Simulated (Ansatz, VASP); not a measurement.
**SrC2: VASP beside Ansatz**

```xyz
3
Lattice="2.7187 1.5696 2.3989 -2.7187 1.5696 2.3989 0.0000 -3.1393 2.3989" Properties=species:S:1:pos:R:3 pbc="T T T"
Sr    0.0000    0.0000    0.0000
C     0.0000    0.0000    4.2573
C     0.0000    0.0000    2.9395
```

Change from the starting cell: strain +0.080 along x and y, +0.040 along z, atoms carried along.

Alike in both runs: task single point; functional LDA; k mesh 9 × 9 × 9; occupations gaussian, width 0.05 eV; no spin polarisation.

|  | VASP | Ansatz |
| --- | --- | --- |
| version | VASP 6.6.1 | Ansatz 0.2.0 |
| potentials or method | VASP PAW LDA potentials, release 64 (Sr_sv, C), cutoff 520 eV | scalar-relativistic, plane waves, PAW |
| valence electrons in the cell | 18 | 18 |

|  | VASP | Ansatz | Ansatz less VASP |
| --- | --- | --- | --- |
| gap on the k mesh at the Fermi level (eV) | 1.97 | 2.00 | +0.027 |
| least direct gap on the mesh (eV) | 2.53 | 2.54 | +0.012 |
| pressure (GPa) | -13.5 | -13.7 | -0.21 |
| traceless stress, the component that is largest in VASP (GPa) | -8.69 | -8.94 | -0.246 |
| rms of the force components (eV/Å) | 1.474 | 1.507 | +0.0335 |

LDA's correlation is that of Perdew and Zunger in VASP and of Perdew and Wang (1992) in Ansatz. Atom by atom the forces differ by 0.034 eV/Å (rms over components).
